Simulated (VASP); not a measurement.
# AlNi (C2/m) in VASP: settings compared, part 2 of 2

VASP 6.6.1.

## (3) Single point, PBE, collinear spin, ferromagnetic start (13.20 Å³/atom)

This run uses another cell than the first one, of 13.20 Å³/atom.

The input, INCAR:

```
  PREC = Accurate
  ENCUT = 520
  EDIFF = 1E-6
  ISMEAR = -1
  SIGMA = 0.05
  LREAL = F
  LASPH = T
  NELM = 150
  ALGO = Fast
  ISIF = 2
  LWAVE = F
  LCHARG = F
  ISPIN = 2
  MAGMOM = 1 0
  LORBIT = 11
  LMAXMIX = 4
  GGA = PE
  NBANDS = 18
```

The input, KPOINTS:

```
Automatic mesh
0
Gamma
  11 11 7
```

The input, POSCAR:

```
AlNi
1.0
    2.3458038479     -1.4220336112      0.0000000000
    2.3458038479      1.4220336112      0.0000000000
   -1.3830548326      0.0000000000      3.9569521865
Ni Al
1 1
Direct
    0.5000000000      0.5000000000      0.5000000000
    0.0000000000      0.0000000000      0.0000000000
```

Potentials or basis: VASP PAW PBE potentials, release 64 (Ni, Al).

Launch:

```bash
$ cat potpaw_PBE.64/Ni/POTCAR potpaw_PBE.64/Al/POTCAR > POTCAR
$ mpirun -np 1 vasp_std > vasp.out
```

OUTCAR:

```text
PREC = Accurate
   ENCUT = 520
   EDIFF = 1E-6
   ISMEAR = -1
   LREAL = F
   LASPH = T
   NELM = 150
   ISIF = 2
   ISPIN = 2
   LORBIT = 11
   GGA = PE

 ion  position               nearest neighbor table
   1  0.500  0.500  0.500-   2 2.53   2 2.53   2 2.53   2 2.53   2 2.58   2 2.58
   2  0.000  0.000  0.000-   1 2.53   1 2.53   1 2.53   1 2.53   1 2.58   1 2.58

  LATTYP: Found a base centered monoclinic cell.
 ALAT       =     4.6916076958
 B/A-ratio  =     0.6062031199
 C/A-ratio  =     0.8934454424
 COS(beta)  =    -0.3299511685

  Lattice vectors:

 A1 = (   2.3458038479,  -1.4220336112,   0.0000000000)
 A2 = (   2.3458038479,   1.4220336112,   0.0000000000)
 A3 = (  -1.3830548326,   0.0000000000,   3.9569521865)

Analysis of symmetry for initial positions (statically):
=====================================================================
 Subroutine PRICEL returns:
 Original cell was already a primitive cell.

 Routine SETGRP: Setting up the symmetry group for a
 base centered monoclinic supercell.

 Subroutine GETGRP returns: Found  4 space group operations
 (whereof  4 operations were pure point group operations)
 out of a pool of  4 trial point group operations.

The static configuration has the point symmetry C_2h.

Analysis of symmetry for dynamics (positions and initial velocities):
=====================================================================
 Subroutine PRICEL returns:
 Original cell was already a primitive cell.

 Routine SETGRP: Setting up the symmetry group for a
 base centered monoclinic supercell.

 Subroutine GETGRP returns: Found  4 space group operations
 (whereof  4 operations were pure point group operations)
 out of a pool of  4 trial point group operations.

The dynamic configuration has the point symmetry C_2h.

Analysis of structural, dynamic, and magnetic symmetry:
=====================================================================
 Subroutine PRICEL returns:
 Original cell was already a primitive cell.
[... 152 lines left out ...]
  ext. energy  EPLUGINS =         0.00000000
  ---------------------------------------------------
  free energy    TOTEN  =       -10.02206876 eV

  energy without entropy =      -10.01424525  energy(sigma->0) =      -10.01815700

 E-fermi :   8.6264     XC(G=0): -11.5767

 val. band max:        8.6196137216   @ k =  -0.4545   0.1818   0.1429
 cond. band min:       8.6276884214   @ k =   0.3636   0.0000   0.1429
 fundamental gap:      0.0080746998
 Fermi energy:         8.6263899624

 spin component 1

 k-point     1 :       0.0000    0.0000    0.0000
  band No.  band energies     occupation
      1      -1.8347      1.00000
      2       5.2827      1.00000
      3       6.9344      1.00000
      4       7.0291      1.00000
      5       7.2056      1.00000
      6       7.3487      1.00000
[... 493 lines left out ...]
     17      31.8251      0.00000
     18      32.6324      0.00000

 [... further k-points ...]

 spin component 2

 k-point     1 :       0.0000    0.0000    0.0000
  band No.  band energies     occupation
      1      -1.8346      1.00000
      2       5.2827      1.00000
      3       6.9332      1.00000
      4       7.0293      1.00000
      5       7.2046      1.00000
      6       7.3477      1.00000
[... 493 lines left out ...]
     17      31.8255      0.00000
     18      32.6327      0.00000

 [... further k-points ...]

------------------------ aborting loop because EDIFF is reached ----------------------------------------

  FORCE on cell =-STRESS in cart. coord.  units (eV):
  Direction    XX          YY          ZZ          XY          YZ          ZX
  --------------------------------------------------------------------------------------
  -------------------------------------------------------------------------------------
  Total       -0.6693944     -0.9417162     -1.0207793      0.0000000      0.0000000     -0.1166492
  in kB      -40.6256510    -57.1529026    -61.9512496      0.0000000      0.0000000     -7.0794554
  external PRESSURE =     -53.2432677 kB  Pullay stress =       0.0000000 kB

 VOLUME and BASIS-vectors are now :
 -----------------------------------------------------------------------------
  energy-cutoff  :      520.00
  volume of cell :       26.40
      direct lattice vectors                 reciprocal lattice vectors
     2.345803848 -1.422033611  0.000000000     0.213146551 -0.351609129  0.074500109
     2.345803848  1.422033611  0.000000000     0.213146551  0.351609129  0.074500109
    -1.383054833  0.000000000  3.956952187     0.000000000  0.000000000  0.252719758

 POSITION                                       TOTAL-FORCE (eV/Angst)
 -----------------------------------------------------------------------------------
      1.65428      0.00000      1.97848         0.000000      0.000000      0.000000
      0.00000      0.00000      0.00000         0.000000     -0.000000      0.000000
 -----------------------------------------------------------------------------------
    total drift:                                0.000000      0.000000      0.000000

  FREE ENERGIE OF THE ION-ELECTRON SYSTEM (eV)
  ---------------------------------------------------
  free  energy   TOTEN  =       -10.0220687568 eV

  energy  without entropy=      -10.0142452485  energy(sigma->0) =      -10.01815700

 total charge

# of ion       s       p       d       tot
------------------------------------------
    1        0.433   0.435   8.398   9.266
    2        0.410   0.386   0.000   0.796
--------------------------------------------------
tot          0.843   0.821   8.398  10.062

 magnetization (x)

# of ion       s       p       d       tot
------------------------------------------
    1       -0.000   0.000  -0.000  -0.000
    2        0.000   0.000   0.000   0.000
--------------------------------------------------
tot         -0.000   0.000  -0.000  -0.000
```

OSZICAR:

```text
N       E                     dE             d eps       ncg     rms          rms(c)
DAV:   1     0.437729582400E+02    0.43773E+02   -0.51988E+03 17216   0.770E+02
DAV:   2    -0.904313938487E+01   -0.52816E+02   -0.46384E+02 18292   0.157E+02
DAV:   3    -0.115877714036E+02   -0.25446E+01   -0.24849E+01 20190   0.355E+01
DAV:   4    -0.116226975870E+02   -0.34926E-01   -0.34896E-01 19948   0.368E+00
DAV:   5    -0.116235307348E+02   -0.83315E-03   -0.83307E-03 20312   0.622E-01    0.134E+01
RMM:   6    -0.163502656994E+02   -0.47267E+01   -0.15486E+01 21747   0.391E+01    0.236E+01
RMM:   7    -0.101987630983E+02    0.61515E+01   -0.39483E+00 20239   0.188E+01    0.319E+00
RMM:   8    -0.100369270795E+02    0.16184E+00   -0.23174E-01 19352   0.429E+00    0.107E+00
RMM:   9    -0.100232676633E+02    0.13659E-01   -0.19732E-02 19700   0.777E-01    0.552E-01
RMM:  10    -0.100222183249E+02    0.10493E-02   -0.16093E-03 22303   0.367E-01    0.217E-01
RMM:  11    -0.100220987990E+02    0.11953E-03   -0.30318E-04 23374   0.127E-01    0.105E-01
RMM:  12    -0.100220615528E+02    0.37246E-04   -0.10697E-04 23199   0.762E-02    0.512E-02
RMM:  13    -0.100220678696E+02   -0.63167E-05   -0.32395E-05 26213   0.369E-02    0.339E-02
RMM:  14    -0.100220687568E+02   -0.88727E-06   -0.75787E-06 23061   0.165E-02
   1 F= -.10022069E+02 E0= -.10018157E+02  d E =-.782351E-02  mag=     0.0006
```

stdout:

```text
POSCAR found type information on POSCAR NiAl
 POSCAR found :  2 types and       2 ions
 scaLAPACK will be used
 LDA part: xc-table for (Slater+PW92), standard interpolation
 POSCAR, INCAR and KPOINTS ok, starting setup
 FFT: planning ... GRIDC
 FFT: planning ... GRID_SOFT
 FFT: planning ... GRID
 WAVECAR not read
 entering main loop
WARNING in EDDRMM: call to ZHEGV failed, returncode =   8  4     16
WARNING in EDDRMM: call to ZHEGV failed, returncode =   8  4     16
```

Run time: 3 min. Hardware: 1 thread of Intel Xeon Platinum 8175M at 2.50GHz (Skylake/Cascade Lake), shared host; peak memory 0.28 GiB.

What came out:

```
Free energy                                           : -10.0221 eV
Pressure                                              : -5.3 GPa
Net moment                                            : 0.00 μB per cell
Valence electrons inside the program's atomic spheres : Ni 9.27; Al 0.80
```

Stress tensor (GPa, compression positive):
```
-4.06  0.00 -0.71
 0.00 -5.72  0.00
-0.71  0.00 -6.20
```

Caveat: the cell stands under tension; the moments typed at the start vanished in this run.
